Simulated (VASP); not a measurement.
# Si2Ni (Fm-3m) in VASP: a series of runs

Si2Ni is run at these levels: PBE+D4+U, PBEsol+U, r2SCAN+D3(BJ)+U; tasks: single point.

Program: VASP 6.6.1. These are calculated values, not measurements. Logs are shortened: lines on timing, memory, paths and dates and some standing lists are left out, and cuts for length are marked.

**1. The cell of the first run**

The structure is cubic, space group Fm-3m (No. 225). Conventional cell: a = 5.406 Å, b = 5.406 Å, c = 5.406 Å, α = 90.00°, β = 90.00°, γ = 90.00°. Within 3.1 Å of Ni (site symmetry m-3m) lie 8 Si at 2.34 Å. Within 3.1 Å of Si (site symmetry -43m) lie 4 Ni at 2.34 Å and 6 Si at 2.70 Å.

**2. Single point, PBE+D4+U, collinear spin, ferromagnetic start**

Input file INCAR:

```
SYSTEM = Si2Ni
PREC = Accurate
ENCUT = 520
EDIFF = 1E-6
ISMEAR = 0
SIGMA = 0.1
LREAL = .False.
LASPH = .True.
NELM = 150
ALGO = Normal
ISIF = 2
LWAVE = .False.
LCHARG = .False.
ISPIN = 2
MAGMOM = 1 0 0
LORBIT = 11
LMAXMIX = 4
LDAU = .True.
LDAUTYPE = 2
LDAUL = 2 -1
LDAUU = 3 0
LDAUJ = 0 0
LDAUPRINT = 1
GGA = PE
IVDW = 13
NBANDS = 20
```

Input file KPOINTS:

```
regular mesh
0
Gamma
  9 9 9
  0 0 0
```

Input file POSCAR:

```
Si2Ni
1.0
    0.0000000000      2.7030000000      2.7030000000
    2.7030000000      0.0000000000      2.7030000000
    2.7030000000      2.7030000000      0.0000000000
Ni Si
1 2
Direct
    0.0000000000      0.0000000000      0.0000000000
    0.7500000000      0.7500000000      0.7500000000
    0.2500000000      0.2500000000      0.2500000000
```

Potentials or basis: VASP PAW PBE potentials, release 64 (Ni, Si).

Run with:

```bash
cat potpaw_PBE.64/Ni/POTCAR potpaw_PBE.64/Si/POTCAR > POTCAR
mpirun -np 1 vasp_std > vasp.out
```

OUTCAR:

```text
SYSTEM = Si2Ni
   PREC = Accurate
   ENCUT = 520
   EDIFF = 1E-6
   ISMEAR = 0
   LREAL = .False.
   LASPH = .True.
   NELM = 150
   ISIF = 2
   ISPIN = 2
   LORBIT = 11
   GGA = PE
   IVDW = 13

 ion  position               nearest neighbor table
   1  0.000  0.000  0.000-   2 2.34   2 2.34   3 2.34   3 2.34   2 2.34   2 2.34   3 2.34   3 2.34

   2  0.750  0.750  0.750-   1 2.34   1 2.34   1 2.34   1 2.34   3 2.70   3 2.70   3 2.70   3 2.70
                             3 2.70   3 2.70
   3  0.250  0.250  0.250-   1 2.34   1 2.34   1 2.34   1 2.34   2 2.70   2 2.70   2 2.70   2 2.70
                             2 2.70   2 2.70

  LATTYP: Found a face centered cubic cell.
 ALAT       =     5.4060000000

  Lattice vectors:

 A1 = (   0.0000000000,   2.7030000000,   2.7030000000)
 A2 = (   2.7030000000,   0.0000000000,   2.7030000000)
 A3 = (   2.7030000000,   2.7030000000,   0.0000000000)

Analysis of symmetry for initial positions (statically):
=====================================================================
 Subroutine PRICEL returns:
 Original cell was already a primitive cell.

 Routine SETGRP: Setting up the symmetry group for a
 face centered cubic supercell.

 Subroutine GETGRP returns: Found 48 space group operations
 (whereof 48 operations were pure point group operations)
 out of a pool of 48 trial point group operations.

The static configuration has the point symmetry O_h .

Analysis of symmetry for dynamics (positions and initial velocities):
=====================================================================
 Subroutine PRICEL returns:
 Original cell was already a primitive cell.

 Routine SETGRP: Setting up the symmetry group for a
 face centered cubic supercell.

 Subroutine GETGRP returns: Found 48 space group operations
 (whereof 48 operations were pure point group operations)
 out of a pool of 48 trial point group operations.

The dynamic configuration has the point symmetry O_h .

Analysis of structural, dynamic, and magnetic symmetry:
=====================================================================
 Subroutine PRICEL returns:
 Original cell was already a primitive cell.

 Routine SETGRP: Setting up the symmetry group for a
 face centered cubic supercell.

 Subroutine GETGRP returns: Found 48 space group operations
 (whereof 48 operations were pure point group operations)
 out of a pool of 48 trial point group operations.

The overall configuration has the point symmetry O_h .

 Subroutine INISYM returns: Found 48 space group operations
 (whereof 48 operations are pure point group operations),
 and found     1 'primitive' translations

----------------------------------------------------------------------------------------

                                     Primitive cell

  volume of cell :      39.4974

  direct lattice vectors                    reciprocal lattice vectors
     0.000000000  2.703000000  2.703000000    -0.184979652  0.184979652  0.184979652
     2.703000000  0.000000000  2.703000000     0.184979652 -0.184979652  0.184979652
     2.703000000  2.703000000  0.000000000     0.184979652  0.184979652 -0.184979652

  length of vectors
     3.822619259  3.822619259  3.822619259     0.320394156  0.320394156  0.320394156

  position of ions in fractional coordinates (direct lattice)
     0.000000000  0.000000000  0.000000000
     0.750000000  0.750000000  0.750000000
     0.250000000  0.250000000  0.250000000

  ion indices of the primitive-cell ions
   primitive index   ion index
                 1           1
                 2           2
                 3           3

----------------------------------------------------------------------------------------

 KPOINTS: regular mesh

Automatic generation of k-mesh.
 Grid dimensions read from file:
 generate k-points for:    9    9    9

 Generating k-lattice:

  Cartesian coordinates                     Fractional coordinates (reciprocal lattice)
    -0.020553295  0.020553295  0.020553295     0.111111111  0.000000000  0.000000000
     0.020553295 -0.020553295  0.020553295     0.000000000  0.111111111  0.000000000
     0.020553295  0.020553295 -0.020553295     0.000000000  0.000000000  0.111111111

  Length of vectors
     0.035599351  0.035599351  0.035599351

  Shift w.r.t. Gamma in fractional coordinates (k-lattice)
     0.000000000  0.000000000  0.000000000

 Subroutine IBZKPT returns following result:
 ===========================================

 Found     35 irreducible k-points:

 Following reciprocal coordinates:
            Coordinates               Weight
  0.000000  0.000000  0.000000      1.000000
  0.111111  0.000000  0.000000      8.000000
  0.222222  0.000000  0.000000      8.000000
  0.333333  0.000000  0.000000      8.000000
  0.444444  0.000000  0.000000      8.000000
  0.111111  0.111111  0.000000      6.000000
[... 16 lines left out ...]
 -0.333333  0.333333  0.000000     12.000000
  0.444444  0.444444  0.000000      6.000000
[... 86 lines left out ...]
  o =  0.8432  v =  0.0000  0.0000  0.0000  0.0000  0.0000  1.0000  0.0000  0.0000  0.0000  0.0000      0.0000  0.0000  0.0000  0.0000  0.0000  0.0000  0.0000  0.0000  0.0000  0.0000
  o =  0.8432  v =  0.0000  0.0000  0.0000  0.0000  0.0000  0.0000  0.4346 -0.0000 -0.9006 -0.0000      0.0000  0.0000  0.0000  0.0000  0.0000  0.0000  0.0000  0.0000  0.0000  0.0000
  o =  0.8432  v =  0.0000  0.9973  0.0000  0.0738 -0.0000  0.0000  0.0000  0.0000  0.0000  0.0000      0.0000  0.0000  0.0000  0.0000  0.0000  0.0000  0.0000  0.0000  0.0000  0.0000
  o =  0.8432  v =  1.0000  0.0000  0.0000  0.0000  0.0000  0.0000  0.0000  0.0000  0.0000  0.0000      0.0000  0.0000  0.0000  0.0000  0.0000  0.0000  0.0000  0.0000  0.0000  0.0000
  o =  0.8432  v =  0.0000 -0.0738  0.0000  0.9973 -0.0000  0.0000  0.0000  0.0000  0.0000  0.0000      0.0000  0.0000  0.0000  0.0000  0.0000  0.0000  0.0000  0.0000  0.0000  0.0000
  o =  0.8966  v =  0.0000  0.0000  0.0000  0.0000  0.0000  0.0000 -0.0000  0.9870 -0.0000  0.1609      0.0000  0.0000  0.0000  0.0000  0.0000  0.0000  0.0000  0.0000  0.0000  0.0000
  o =  0.8966  v =  0.0000  0.0000  0.0000  0.0000  0.0000  0.0000 -0.0000  0.1609 -0.0000 -0.9870      0.0000  0.0000  0.0000  0.0000  0.0000  0.0000  0.0000  0.0000  0.0000  0.0000
  o =  0.8967  v =  0.0000  0.0000  0.9654 -0.0000  0.2606  0.0000  0.0000  0.0000  0.0000  0.0000      0.0000  0.0000  0.0000  0.0000  0.0000  0.0000  0.0000  0.0000  0.0000  0.0000
  o =  0.8967  v =  0.0000 -0.0000  0.2606 -0.0000 -0.9654  0.0000  0.0000  0.0000  0.0000  0.0000      0.0000  0.0000  0.0000  0.0000  0.0000  0.0000  0.0000  0.0000  0.0000  0.0000

 number of electron      17.9999999 magnetization       0.0001303

 Free energy of the ion-electron system (eV)
  ---------------------------------------------------
  ext. energy  EPLUGINS =         0.00000000
  ---------------------------------------------------
  free energy    TOTEN  =       -15.52676912 eV

  energy without entropy =      -15.52211691  energy(sigma->0) =      -15.52444301

 E-fermi :  10.3059     XC(G=0): -11.5727

 val. band max:       10.2375019331   @ k =   0.2222   0.1111   0.0000
 cond. band min:      10.3655006633   @ k =  -0.4444   0.4444   0.1111
 fundamental gap:      0.1279987302
 Fermi energy:        10.3059336255

 spin component 1

 k-point     1 :       0.0000    0.0000    0.0000
  band No.  band energies     occupation
      1      -3.4127      1.00000
      2       4.9215      1.00000
      3       4.9215      1.00000
      4       4.9215      1.00000
      5       6.4180      1.00000
      6       6.4180      1.00000
[... 541 lines left out ...]
     19      24.0480      0.00000
     20      24.1165      0.00000

 [... further k-points ...]

 spin component 2

 k-point     1 :       0.0000    0.0000    0.0000
  band No.  band energies     occupation
      1      -3.4126      1.00000
      2       4.9215      1.00000
      3       4.9215      1.00000
      4       4.9215      1.00000
      5       6.4183      1.00000
      6       6.4183      1.00000
[... 541 lines left out ...]
     19      24.0481      0.00000
     20      24.1165      0.00000

 [... further k-points ...]

------------------------ aborting loop because EDIFF is reached ----------------------------------------

  DFT-D4 for vdW energy calculation

  Edisp (eV):   -1.36925

  FORCE on cell =-STRESS in cart. coord.  units (eV):
  Direction    XX          YY          ZZ          XY          YZ          ZX
  --------------------------------------------------------------------------------------
  -------------------------------------------------------------------------------------
  Total      -1.02978    -1.02978    -1.02978    -0.00000     0.00000     0.00000
  in kB     -41.77235   -41.77235   -41.77235    -0.00000     0.00000     0.00000
  external pressure =      -41.77 kB  Pullay stress =        0.00 kB

 VOLUME and BASIS-vectors are now :
 -----------------------------------------------------------------------------
  energy-cutoff  :      520.00
  volume of cell :       39.50
      direct lattice vectors                 reciprocal lattice vectors
     0.000000000  2.703000000  2.703000000    -0.184979652  0.184979652  0.184979652
     2.703000000  0.000000000  2.703000000     0.184979652 -0.184979652  0.184979652
     2.703000000  2.703000000  0.000000000     0.184979652  0.184979652 -0.184979652

 POSITION                                       TOTAL-FORCE (eV/Angst)
 -----------------------------------------------------------------------------------
      0.00000      0.00000      0.00000         0.000000      0.000000      0.000000
      4.05450      4.05450      4.05450         0.000000      0.000000      0.000000
      1.35150      1.35150      1.35150        -0.000000     -0.000000     -0.000000
 -----------------------------------------------------------------------------------
    total drift:                               -0.000000     -0.000000      0.000000

  FREE ENERGIE OF THE ION-ELECTRON SYSTEM (eV)
  ---------------------------------------------------
  free  energy   TOTEN  =       -16.8960224110 eV

  energy  without entropy=      -16.8913701999  energy(sigma->0) =      -16.89369631

 total charge

# of ion       s       p       d       tot
------------------------------------------
    1        0.546   0.768   8.609   9.923
    2        0.748   0.836   0.000   1.583
    3        0.748   0.836   0.000   1.583
--------------------------------------------------
tot          2.041   2.439   8.609  13.090

 magnetization (x)

# of ion       s       p       d       tot
------------------------------------------
    1        0.000   0.000   0.000   0.000
    2        0.000   0.000   0.000   0.000
    3        0.000   0.000   0.000   0.000
--------------------------------------------------
tot          0.000   0.000   0.000   0.000
```

Run time: 27 s. Hardware: 1 thread of AMD EPYC 9R45 (Zen 5), shared host; peak memory 0.16 GiB.

What came out:

```
Free energy                                           : -16.8960 eV
Pressure                                              : -4.2 GPa
Band gap on the k mesh                                : zero (filled and empty bands overlap)
Net moment                                            : 0.00 μB per cell
Valence electrons inside the program's atomic spheres : Ni 9.92; Si 1.58
Dispersion energy per atom                            : -0.456 eV
```

Levels at points of the mesh, in eV from the Fermi level:
Spin up:
```tsv
k point	band 6	band 7	band 8	band 9	band 10	band 11	band 12	band 13
(0.00, 0.00, 0.00)	-3.89	-0.22	1.66	1.66	1.66	2.49	2.49	2.49
```
Spin down:
```
           k point  band 7  band 8  band 9  band 10  band 11  band 12
(0.00, 0.00, 0.00)   -0.22    1.66    1.66     1.66     2.49     2.49
```

Eigenvalues of the final occupation matrices:
```
    site  spin  trace               eigenvalues
site 1 d     1   4.32  0.84 0.84 0.84 0.90 0.90
site 1 d     2   4.32  0.84 0.84 0.84 0.90 0.90
```

Caveat: pairwise dispersion overbinds metals, which lowers pressure and volume; the U is typed as a test and isn't derived for this compound. The state reached can hang on the start; a lower one may exist.

**3. Single point, PBEsol+U, collinear spin, zero start**

Input file INCAR:

```
PREC = Accurate ; ENCUT = 520
EDIFF = 1E-6 ; ISMEAR = 0
SIGMA = 0.02 ; LREAL = F
LASPH = T ; NELM = 150
ALGO = Normal ; ISIF = 2
LWAVE = F ; LCHARG = F
ISPIN = 2 ; MAGMOM = 0 0 0
LORBIT = 11 ; LMAXMIX = 4
LDAU = T ; LDAUTYPE = 2
LDAUL = 2 -1 ; LDAUU = 7 0
LDAUJ = 0 0 ; LDAUPRINT = 1
GGA = PS ; NBANDS = 20
```

Input file KPOINTS:

```
Automatic mesh
0
Gamma
  9 9 9
```

POSCAR is that of step 2.

Potentials or basis: VASP PAW PBE potentials, release 64 (Ni, Si).

Run with:

```bash
cat potpaw_PBE.64/Ni/POTCAR potpaw_PBE.64/Si/POTCAR > POTCAR
mpirun -np 1 vasp_std > vasp.out
```

Wall time 25 s (1 thread of AMD EPYC 9R45 (Zen 5), shared host); peak memory 0.17 GiB.

It converged, with:

```
Free energy                                           : -15.0279 eV
Pressure                                              : -8.2 GPa
Band gap on the k mesh                                : zero (filled and empty bands overlap)
Net moment                                            : 0.00 μB per cell
Valence electrons inside the program's atomic spheres : Ni 10.14; Si 1.57
```

Levels at points of the mesh, in eV from the Fermi level:
Spin up:
```tsv
k point	band 5	band 6	band 7	band 8	band 9	band 10	band 11	band 12	band 13	band 14
(0.00, 0.00, 0.00)	-4.45	-4.45	-0.01	1.64	1.64	1.64	2.83	2.83	2.83	5.00
```
Spin down:
```tsv
k point	band 6	band 7	band 8	band 9	band 10	band 11	band 12	band 13
(0.00, 0.00, 0.00)	-4.45	-0.01	1.64	1.64	1.64	2.83	2.83	2.83
```

Eigenvalues of the final occupation matrices:
```tsv
site	spin	trace	eigenvalues
site 1 d	1	4.46	0.87 0.87 0.87 0.92 0.92
site 1 d	2	4.46	0.87 0.87 0.87 0.92 0.92
```

Caveat: the PAW data sets were made with another functional, which shifts forces and pressure a little; the U is typed as a test and isn't derived for this compound.

**4. Single point, r2SCAN+D3(BJ)+U, collinear spin, ferromagnetic start (volume scaled by 0.8)**

Input file POSCAR:

```
Si2Ni
1.0
    0.0000000000      2.5092429235      2.5092429235
    2.5092429235      0.0000000000      2.5092429235
    2.5092429235      2.5092429235      0.0000000000
Ni Si
1 2
Direct
    0.0000000000      0.0000000000      0.0000000000
    0.7500000000      0.7500000000      0.7500000000
    0.2500000000      0.2500000000      0.2500000000
```

Input file INCAR.step1:

```
SYSTEM = Si2Ni
ALGO = Normal
EDIFF = 1E-4
ENCUT = 520
GGA = PE
ISMEAR = 0
ISPIN = 2
LASPH = .TRUE.
LCHARG = .FALSE.
LDAU = .TRUE.
LDAUJ = 0 0
LDAUL = 2 -1
LDAUTYPE = 2
LDAUU = 6 0
LMAXMIX = 4
LREAL = .FALSE.
LWAVE = .TRUE.
MAGMOM = 1 0 0
NBANDS = 20
NELM = 150
PREC = Accurate
SIGMA = 0.025
```

Input file INCAR.step2:

```
SYSTEM = Si2Ni
ALGO = Normal
EDIFF = 1E-6
ENCUT = 520
ISIF = 2
ISMEAR = 0
ISPIN = 2
ISTART = 1
IVDW = 12
LASPH = .TRUE.
LCHARG = .FALSE.
LDAU = .TRUE.
LDAUJ = 0 0
LDAUL = 2 -1
LDAUPRINT = 1
LDAUTYPE = 2
LDAUU = 6 0
LMAXMIX = 4
LMIXTAU = .TRUE.
LORBIT = 11
LREAL = .FALSE.
LWAVE = .FALSE.
MAGMOM = 1 0 0
METAGGA = R2SCAN
NBANDS = 20
NELM = 150
PREC = Accurate
SIGMA = 0.025
VDW_A1 = 0.49484001
VDW_A2 = 5.73083694
VDW_S6 = 1.0
VDW_S8 = 0.78981345
```

Input file KPOINTS:

```
k-points
0
G
  9 9 9
  0 0 0
```

Run with:

```bash
cat potpaw_PBE.64/Ni/POTCAR potpaw_PBE.64/Si/POTCAR > POTCAR
cp INCAR.step1 INCAR
mpirun -np 1 vasp_std > vasp.out
cp INCAR.step2 INCAR
mpirun -np 1 vasp_std > vasp.out
```

Run time: 94 s. Hardware: 1 thread of AMD EPYC 9R45 (Zen 5), shared host; peak memory 0.18 GiB.

Results (log left out):

```yaml
Free_energy: -27.1638 eV
Pressure: 40.1 GPa
Band_gap_on_the_k_mesh: zero (filled and empty bands overlap)
Net_moment: 0.00 μB per cell
Valence_electrons_inside_the_program's_atomic_spheres: Ni 10.81; Si 1.74
Dispersion_energy_per_atom: -0.260 eV
```

Levels at points of the mesh, in eV from the Fermi level:
Spin up:
| k point | band 6 | band 7 | band 8 | band 9 | band 10 | band 11 | band 12 | band 13 |
| --- | --- | --- | --- | --- | --- | --- | --- | --- |
| (0.00, 0.00, 0.00) | -6.36 | 1.70 | 1.70 | 1.70 | 2.13 | 2.13 | 2.13 | 2.34 |
Spin down:
| k point | band 6 | band 7 | band 8 | band 9 | band 10 | band 11 | band 12 | band 13 |
| --- | --- | --- | --- | --- | --- | --- | --- | --- |
| (0.00, 0.00, 0.00) | -6.36 | 1.70 | 1.70 | 1.70 | 2.13 | 2.13 | 2.13 | 2.34 |

Eigenvalues of the final occupation matrices:
```
    site  spin  trace               eigenvalues
site 1 d     1   4.52  0.89 0.89 0.89 0.92 0.92
site 1 d     2   4.52  0.89 0.89 0.89 0.92 0.92
```

Caveat: the PAW data sets were made with another functional, which shifts forces and pressure a little; pairwise dispersion overbinds metals, which lowers pressure and volume; the U is typed as a test and isn't derived for this compound. The state reached can hang on the start; a lower one may exist.

**5. Overview**

| level | spin | U | cell | smearing | gap on the mesh (eV) | pressure (GPa) | moment (μB) |
| --- | --- | --- | --- | --- | --- | --- | --- |
| PBE+D4+U | collinear, ferromagnetic start | Ni d U = 3.0 eV | a = 3.823 Å, angles 60.0°, 3 atoms | gaussian 0.1 eV | none | -4.2 | 0.00 |
| PBEsol+U | collinear, zero start | Ni d U = 7.0 eV | a = 3.823 Å, angles 60.0°, 3 atoms | gaussian 0.02 eV | none | -8.2 | 0.00 |
| r2SCAN+D3(BJ)+U | collinear, ferromagnetic start | Ni d U = 6.0 eV | a = 3.549 Å, angles 60.0°, 3 atoms | gaussian 0.025 eV | none | 40.1 | 0.00 |

Alike in all rows: task single point; potentials or basis VASP PAW PBE potentials, release 64 (Ni, Si); k mesh 9 × 9 × 9; cutoff (eV) 520.

Caveats: the U is typed as a test and isn't derived for this compound; pairwise dispersion overbinds metals, which lowers pressure and volume (some runs); the PAW data sets were made with another functional, which shifts forces and pressure a little (some runs).

Total energies depend on the potentials used, so only differences within one code and one set of settings carry meaning.
